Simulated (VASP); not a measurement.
A run of VASP 6.6.1:

Contents of INCAR:

```
SYSTEM = Fe2O5
PREC     = Accurate       ! precision mode
ENCUT    = 520            ! plane-wave cutoff, eV
EDIFF    = 1E-6           ! SCF threshold, eV
ISMEAR   = -1             ! smearing method
SIGMA    = 0.06122561905347299 ! smearing width, eV
LREAL    = .FALSE.        ! projectors in reciprocal space
LASPH    = .TRUE.         ! aspherical terms in the spheres
NELM     = 100            ! most SCF steps
ALGO     = Normal         ! electronic algorithm
ISIF     = 2              ! what is computed and relaxed
LWAVE    = .FALSE.        ! write WAVECAR
LCHARG   = .FALSE.        ! write CHGCAR
GGA      = PE             ! functional
NBANDS   = 59             ! bands
```

KPOINTS

```
Automatic mesh
0
G
  11 11 11
  0 0 0
```

Contents of POSCAR:

```
Fe2O5
1.0
    4.9412545354      0.0000000000      0.0000000000
    0.0000000000      4.9412545354      0.0000000000
    0.0000000000      0.0000000000      4.9412545354
Fe O
4 10
Direct
    0.0000000000      0.0000000000      0.0000000000
    0.5000000000      0.5000000000      0.0000000000
    0.5000000000      0.0000000000      0.5000000000
    0.0000000000      0.5000000000      0.5000000000
    0.5000000000      0.0000000000      0.0000000000
    0.0000000000      0.5000000000      0.0000000000
    0.0000000000      0.0000000000      0.5000000000
    0.5000000000      0.5000000000      0.5000000000
    0.7500000000      0.7500000000      0.2500000000
    0.7500000000      0.2500000000      0.7500000000
    0.2500000000      0.7500000000      0.7500000000
    0.7500000000      0.2500000000      0.2500000000
    0.2500000000      0.7500000000      0.2500000000
    0.2500000000      0.2500000000      0.7500000000
```

Potentials or basis: VASP PAW PBE potentials, release 64 (Fe, O).

Run with:

```sh
$ cat potpaw_PBE.64/Fe/POTCAR potpaw_PBE.64/O/POTCAR > POTCAR
$ mpirun -np 1 vasp_std > vasp.out
```

Hardware: 1 thread of Intel(R) Xeon(R) 6975P-C (Granite Rapids) (shared host).

Task: Estimate the wall time of this run.

Result: It took 4.8 min on 1 thread of Intel(R) Xeon(R) 6975P-C (Granite Rapids) (shared host), peak memory 0.41 GiB. Counts: scf iterations 22, k points 56.
